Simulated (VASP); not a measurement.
Here is a VASP 6.6.1 calculation.

INCAR

```
SYSTEM = CsLiCr2Te2S3
ALGO = Normal ; EDIFF = 1E-7
EDIFFG = -0.01 ; ENCUT = 750
GGA = PE ; GGA_COMPAT = .False.
IBRION = 2 ; ISIF = 3
ISMEAR = -1 ; ISPIN = 2
KPAR = 4 ; LASPH = .True.
LCHARG = .False. ; LMAXMIX = 4
LORBIT = 11 ; LREAL = .False.
LWAVE = .False. ; MAGMOM = 0 0 3 3 0 0 0 0 0
NELM = 200 ; NELMIN = 4
NSW = 60 ; PREC = Accurate
PSTRESS = 100.0 ; SIGMA = 0.05
```

KPOINTS

```
k-points
0
Gamma
  6 6 1
  0 0 0
```

The input POSCAR:

```
CsLiCr2Te2S3
1.0
    3.6035800000      0.0000000000      0.0000000000
   -1.8017900000      3.1207900000      0.0000000000
    0.0000000000      0.0000000000     19.0665100000
Cs Li Cr Te S
1 1 2 2 3
Direct
    0.0000000000      0.0000000000      0.3739900000
    0.6666700000      0.3333300000      0.0160700000
    0.0000000000      0.0000000000      0.8663700000
    0.3333300000      0.6666700000      0.1683300000
    0.3333300000      0.6666700000      0.5389100000
    0.6666700000      0.3333300000      0.7727600000
    0.0000000000      0.0000000000      0.1003000000
    0.3333300000      0.6666700000      0.9292000000
    0.6666700000      0.3333300000      0.2340800000
```

Potentials or basis: VASP PAW PBE potentials, release 64 (Cs_sv, Li_sv, Cr_pv, Te, S).

Run with:

```bash
$ cat potpaw_PBE.64/Cs_sv/POTCAR potpaw_PBE.64/Li_sv/POTCAR potpaw_PBE.64/Cr_pv/POTCAR potpaw_PBE.64/Te/POTCAR potpaw_PBE.64/S/POTCAR > POTCAR
$ mpirun -np 4 vasp_std > vasp.out
```

Q: Estimate the relaxed volume.

A: 19.35 Å³/atom.

Q: What does it give for the space group after relaxing (to 0.1 Å)?

A: P3m1 (No. 156).

Q: What does it give for the net moment?

A: 5.73 μB per cell.

Q: Estimate the site moments.

A: Cs +0.00; Li -0.00; Cr +2.65, +2.84; Te +0.07, -0.12; S -0.03, -0.06, -0.05 μB.

Final structure:
```
Cs Li Cr Te S
1.0
     3.44771   -0.00006   -0.00014
    -1.72390    2.98566    0.00014
    -0.00067    0.00038   16.92019
Cs Li Cr Te S
1 1 2 2 3
Direct
  0.00000 0.00000 0.39387
  0.66667 0.33333 0.00876
  0.00000 0.00000 0.85037
  0.33333 0.66667 0.17142
  0.33333 0.66667 0.56948
  0.66665 0.33335 0.74517
  0.99999 0.00001 0.09408
  0.33334 0.66666 0.92120
  0.66667 0.33333 0.24568
```

Caveat: the cell is relaxed towards a set pressure, so the run minimises the enthalpy, not the energy; the volume moved by over 15 % at a fixed basis, so the end points are rough.
